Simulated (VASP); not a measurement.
# ReW4 in VASP: single point with PBE

Aim: the single point of ReW4 with PBE.

All numbers are computed with VASP 6.6.1; they aren't measurements. Logs are shortened: lines on timing, memory, paths and dates and some standing lists are left out, and cuts for length are marked.

## Step 1: The cell of the first run

The cell holds a slab with vacuum, 5 atoms: a = 4.502 Å, b = 4.502 Å, c = 19.676 Å, α = 90.00°, β = 90.00°, γ = 120.00°.

## Step 2: Single point, PBE

File INCAR:

```
SYSTEM = ReW4
  ALGO = Normal
  DIPOL = 0.5 0.5 0.500
  EDIFF = 1E-7
  ENCUT = 520
  GGA = PE
  IDIPOL = 3
  ISIF = 2
  ISMEAR = -1
  LASPH = .TRUE.
  LCHARG = .FALSE.
  LDIPOL = .TRUE.
  LREAL = .FALSE.
  LWAVE = .FALSE.
  NBANDS = 40
  NELM = 80
  PREC = Accurate
  SIGMA = 0.08
```

File KPOINTS:

```
k-points
0
G
  9 9 1
  0 0 0
```

File POSCAR:

```
ReW4
1.0
    4.5020337152      0.0000000000      0.0000000000
   -2.2510168576      3.8988755660      0.0000000000
    0.0000000000      0.0000000000     19.6759000000
Re W
1 4
Direct
    0.8333333333      0.1666666667      0.4198109027
    0.1666666667      0.8333333333      0.4561351372
    0.5000000000      0.5000000000      0.4999999946
    0.8333333333      0.1666666667      0.5438648734
    0.1666666667      0.8333333333      0.5801890921
```

Potentials or basis: VASP PAW PBE potentials, release 64 (Re, W_sv).

The run is started by

```
$ cat potpaw_PBE.64/Re/POTCAR potpaw_PBE.64/W_sv/POTCAR > POTCAR
$ mpirun -np 1 vasp_std > vasp.out
```

OUTCAR:

```text
SYSTEM = ReW4
   EDIFF = 1E-7
   ENCUT = 520
   GGA = PE
   ISIF = 2
   ISMEAR = -1
   LASPH = .TRUE.
   LREAL = .FALSE.
   NELM = 80
   PREC = Accurate

 ion  position               nearest neighbor table
   1  0.833  0.167  0.420-   4 2.44   2 2.70   2 2.70   2 2.70   3 3.04   3 3.04   3 3.04
   2  0.167  0.833  0.456-   5 2.44   1 2.70   1 2.70   1 2.70   3 2.74   3 2.74   3 2.74   4 3.12
                             4 3.12   4 3.12
   3  0.500  0.500  0.500-   2 2.74   2 2.74   2 2.74   4 2.74   4 2.74   4 2.74   1 3.04   1 3.04
                             1 3.04   5 3.04   5 3.04   5 3.04
   4  0.833  0.167  0.544-   1 2.44   5 2.70   5 2.70   5 2.70   3 2.74   3 2.74   3 2.74   2 3.12
                             2 3.12   2 3.12
   5  0.167  0.833  0.580-   2 2.44   4 2.70   4 2.70   4 2.70   3 3.04   3 3.04   3 3.04

  LATTYP: Found a hexagonal cell.
 ALAT       =     4.5020337152
 C/A-ratio  =     4.3704470568

  Lattice vectors:

 A1 = (   4.5020337152,   0.0000000000,   0.0000000000)
 A2 = (  -2.2510168576,   3.8988755660,   0.0000000000)
 A3 = (   0.0000000000,   0.0000000000,  19.6759000000)

Analysis of symmetry for initial positions (statically):
=====================================================================
 Subroutine PRICEL returns:
 Original cell was already a primitive cell.

 Routine SETGRP: Setting up the symmetry group for a
 hexagonal supercell.

 Subroutine GETGRP returns: Found  6 space group operations
 (whereof  2 operations were pure point group operations)
 out of a pool of 24 trial point group operations.

The static configuration has the point symmetry C_1h.
 The point group associated with its full space group is C_3v.

Analysis of symmetry for dynamics (positions and initial velocities):
=====================================================================
 Subroutine PRICEL returns:
 Original cell was already a primitive cell.

 Routine SETGRP: Setting up the symmetry group for a
 hexagonal supercell.

 Subroutine GETGRP returns: Found  6 space group operations
 (whereof  2 operations were pure point group operations)
 out of a pool of 24 trial point group operations.

The dynamic configuration has the point symmetry C_1h.
 The point group associated with its full space group is C_3v.

 Subroutine INISYM returns: Found  6 space group operations
 (whereof  2 operations are pure point group operations),
 and found     1 'primitive' translations

----------------------------------------------------------------------------------------

                                     Primitive cell

  volume of cell :     345.3685

  direct lattice vectors                    reciprocal lattice vectors
     4.502033715  0.000000000  0.000000000     0.222121837  0.128242103  0.000000000
    -2.251016858  3.898875566  0.000000000     0.000000000  0.256484205  0.000000000
     0.000000000  0.000000000 19.675900000     0.000000000  0.000000000  0.050823596

  length of vectors
     4.502033715  4.502033715 19.675900000     0.256484205  0.256484205  0.050823596

  position of ions in fractional coordinates (direct lattice)
     0.833333333  0.166666667  0.419810903
     0.166666667  0.833333333  0.456135137
     0.500000000  0.500000000  0.499999995
     0.833333333  0.166666667  0.543864873
     0.166666667  0.833333333  0.580189092

  ion indices of the primitive-cell ions
   primitive index   ion index
                 1           1
                 2           2
                 3           3
                 4           4
                 5           5

----------------------------------------------------------------------------------------

 KPOINTS: k-points

Automatic generation of k-mesh.
 Grid dimensions read from file:
 generate k-points for:    9    9    1

 Generating k-lattice:

  Cartesian coordinates                     Fractional coordinates (reciprocal lattice)
     0.024680204  0.014249123  0.000000000     0.111111111 -0.000000000  0.000000000
     0.000000000  0.028498245  0.000000000     0.000000000  0.111111111  0.000000000
     0.000000000  0.000000000  0.050823596     0.000000000  0.000000000  1.000000000

  Length of vectors
     0.028498245  0.028498245  0.050823596

  Shift w.r.t. Gamma in fractional coordinates (k-lattice)
     0.000000000  0.000000000  0.000000000

 Subroutine IBZKPT returns following result:
 ===========================================

 Found     12 irreducible k-points:

 Following reciprocal coordinates:
            Coordinates               Weight
  0.000000  0.000000  0.000000      1.000000
  0.111111  0.000000  0.000000      6.000000
  0.222222 -0.000000  0.000000      6.000000
  0.333333 -0.000000  0.000000      6.000000
  0.444444 -0.000000  0.000000      6.000000
  0.111111  0.111111  0.000000      6.000000
  0.222222  0.111111  0.000000     12.000000
  0.333333  0.111111  0.000000     12.000000
  0.444444  0.111111  0.000000      6.000000
  0.222222  0.222222  0.000000      6.000000
  0.333333  0.222222  0.000000     12.000000
  0.333333  0.333333  0.000000      2.000000
   k-points           NKPTS =     12   k-points in BZ     NKDIM =     12   number of bands    NBANDS=     40
   number of dos      NEDOS =    301   number of ions     NIONS =      5
   total plane-waves  NPLWV = 194400
   dimension x,y,z NGX =    36 NGY =   36 NGZ =  150
   dimension x,y,z NGXF=    72 NGYF=   72 NGZF=  300
   ions per type =               1   4
   NGX,Y,Z   is equivalent  to a cutoff of  13.29, 13.29, 12.67 a.u.
   NGXF,Y,Z  is equivalent  to a cutoff of  26.59, 26.59, 25.35 a.u.
 SYSTEM =  ReW4
   PREC   = accura    normal or accurate (medium, high low for compatibility)
   ISTART =      0    job   : 0-new  1-cont  2-samecut
   ICHARG =      2    charge: 1-file 2-atom 10-const
   ISPIN  =      1    spin polarized calculation?
   LNONCOLLINEAR =      F non collinear calculations
   LSORBIT =      F    spin-orbit coupling
   LASPH  =      T    aspherical Exc in radial PAW
   ENCUT  =  520.0 eV  38.22 Ry    6.18 a.u.   8.37  8.37 36.58*2*pi/ulx,y,z
   NELM   =     80;   NELMIN=  2; NELMDL= -5     # of ELM steps
   EDIFF  = 0.1E-06   stopping-criterion for ELM
   LREAL  =      F    real-space projection
   EDIFFG = 0.1E-05   stopping-criterion for IOM
   NSW    =      0    number of steps for IOM
   IBRION =     -1    ionic relax: 0-MD 1-quasi-New 2-CG
   NFREE  =      0    steps in history (QN), initial steepest desc. (CG)
   ISIF   =      2    stress and relaxation
   ISYM   =      2    0-nonsym 1-usesym 2-fastsym
   POTIM  = 0.5000    time-step for ionic-motion
   TEBEG  =    0.0;   TEEND  =   0.0 temperature during run
   PSTRESS=    0.0 pullay stress
   NELECT =      63.0000    total number of electrons
   NUPDOWN=      -1.0000    fix difference up-down
   EMIN   =  10.00;   EMAX   =-10.00  energy-range for DOS
   EFERMI =   0.00;   METHOD = LEGACY
   ISMEAR =    -1;   SIGMA  =   0.08  broadening in eV -4-tet -1-fermi 0-gaus
   EFERMI_NEDOS =   21; number of points for ismear=-14 and -15
   IALGO  =     38    algorithm
   IMIX   =      4    mixing-type and parameters
     AMIX     =   0.40;   BMIX     =  1.00
     AMIX_MAG =   1.60;   BMIX_MAG =  1.00
  volume/ion in A,a.u.               =      69.07       466.13
  Fermi-wavevector in a.u.,A,eV,Ry     =   0.928455  1.754525 11.728608  0.862028
  Thomas-Fermi vector in A             =   2.054633
   LORBIT       =      0    0 simple, 1 ext, 2 COOP (PROOUT), +10 PAW based schemes
   GGA     = PE    functional components
   LHFCALC =     F    Hartree Fock is set to
   AEXX    =    0.0000 exact exchange contribution
   IVDW    =     0    specifies the selected vdW correction
   LEPSILON=     F    determine dielectric tensor
   LRPA    =     F    only Hartree local field effects (RPA)
 non-spin polarized calculation
  energy-cutoff  :      520.00
  volume of cell :      345.37
 maximum number of plane-waves:      9379
 NGX is ok and might be reduce to    36
   NGX = 17   NGY = 17   NGZ = 73

 dipolmoment           0.000000      0.000000      0.191672 electrons x Angstroem

 number of electron      62.9999998 magnetization

 dipolmoment           0.000000      0.000000     -0.012596 electrons x Angstroem

 Free energy of the ion-electron system (eV)
  ---------------------------------------------------
  ext. energy  EPLUGINS =         0.00000000
  ---------------------------------------------------
  free energy    TOTEN  =       -56.61320564 eV

  energy without entropy =      -56.49088084  energy(sigma->0) =      -56.55204324

 E-fermi :  -0.6060     XC(G=0):  -4.2441

 val. band max:       -0.7417846120   @ k =   0.3333   0.3333   0.0000
 cond. band min:      -0.5926445092   @ k =   0.4444   0.1111   0.0000
 fundamental gap:      0.1491401028
 Fermi energy:        -0.6059631128

 k-point     1 :       0.0000    0.0000    0.0000
  band No.  band energies     occupation
      1     -75.1166      2.00000
      2     -74.7810      2.00000
      3     -74.7031      2.00000
      4     -74.6167      2.00000
      5     -39.6931      2.00000
      6     -39.5490      2.00000
[... 32 lines left out ...]
     39       1.5144      0.00000
     40       1.9659      0.00000

 k-point     2 :       0.1111    0.0000    0.0000
  band No.  band energies     occupation
      1     -75.1154      2.00000
      2     -74.7807      2.00000
      3     -74.7021      2.00000
      4     -74.6192      2.00000
      5     -39.7073      2.00000
      6     -39.5744      2.00000
[... 32 lines left out ...]
     39       1.5824      0.00000
     40       1.9708      0.00000

 k-point     3 :       0.2222   -0.0000    0.0000
  band No.  band energies     occupation
      1     -75.1124      2.00000
      2     -74.7799      2.00000
      3     -74.6992      2.00000
      4     -74.6259      2.00000
      5     -39.7441      2.00000
      6     -39.6272      2.00000
[... 337 lines left out ...]
  band No.  band energies     occupation
      1     -75.1059      2.00000
      2     -74.7775      2.00000
      3     -74.6896      2.00000
      4     -74.6446      2.00000
      5     -39.8305      2.00000
      6     -39.6229      2.00000
[... 32 lines left out ...]
     39       1.3937      0.00000
     40       1.8565      0.00000

 k-point    12 :       0.3333    0.3333    0.0000
  band No.  band energies     occupation
      1     -75.1054      2.00000
      2     -74.7772      2.00000
      3     -74.6885      2.00000
      4     -74.6467      2.00000
      5     -39.8391      2.00000
      6     -39.6007      2.00000
[... 32 lines left out ...]
     39       1.3126      0.00000
     40       1.4297      0.00000

------------------------ aborting loop because EDIFF is reached ----------------------------------------

 vacuum level on the upper side and lower side of the slab       (xc-potential included)        -0.142        -0.026

  FORCE on cell =-STRESS in cart. coord.  units (eV):
  Direction    XX          YY          ZZ          XY          YZ          ZX
  --------------------------------------------------------------------------------------
  -------------------------------------------------------------------------------------
  Total       -4.0786040     -4.0786040     -0.5101958      0.0000000      0.0000000     -0.0000000
  in kB      -18.9207959    -18.9207959     -2.3668174      0.0000000      0.0000000     -0.0000000
  external PRESSURE =     -13.4028031 kB  Pullay stress =       0.0000000 kB

 VOLUME and BASIS-vectors are now :
 -----------------------------------------------------------------------------
  energy-cutoff  :      520.00
  volume of cell :      345.37
      direct lattice vectors                 reciprocal lattice vectors
     4.502033715  0.000000000  0.000000000     0.222121837  0.128242103  0.000000000
    -2.251016858  3.898875566  0.000000000     0.000000000  0.256484205  0.000000000
     0.000000000  0.000000000 19.675900000     0.000000000  0.000000000  0.050823596

 POSITION                                       TOTAL-FORCE (eV/Angst)
 -----------------------------------------------------------------------------------
      3.37653      0.64981      8.26016        -0.000000      0.000000      0.960045
     -1.12551      3.24906      8.97487         0.000000      0.000000     -1.136343
      1.12551      1.94944      9.83795        -0.000000      0.000000      0.260866
      3.37653      0.64981     10.70103         0.000000      0.000000     -0.289769
     -1.12551      3.24906     11.41574        -0.000000      0.000000      0.205201
 -----------------------------------------------------------------------------------
    total drift:                               -0.000001      0.000001     -0.000125

  FREE ENERGIE OF THE ION-ELECTRON SYSTEM (eV)
  ---------------------------------------------------
  free  energy   TOTEN  =       -56.6132056373 eV

  energy  without entropy=      -56.4908808418  energy(sigma->0) =      -56.55204324

 vacuum level on the upper side and lower side of the slab         3.359         3.476
```

It took 15 min on 1 thread of Intel Xeon 8259CL, shared host; peak memory 0.55 GiB.

Results:

```
Free energy            : -56.6132 eV
Largest force          : 1.136 eV/Å
Band gap on the k mesh : zero (an odd number of electrons rules out a gap without spin polarisation)
```

Forces on the atoms (eV/Å):
```
Re   0.000  0.000  0.960
W    0.000  0.000 -1.136
W    0.000  0.000  0.261
W    0.000  0.000 -0.290
W    0.000  0.000  0.205
```

Levels at points of the mesh, in eV from the Fermi level:
```
           k point  band 29  band 30  band 31  band 32  band 33  band 34
(0.00, 0.00, 0.00)    -1.71    -1.32    -1.32     0.02     0.56     0.56
```

Caveat: spin-orbit coupling is left out, which moves the levels of the heavy elements.
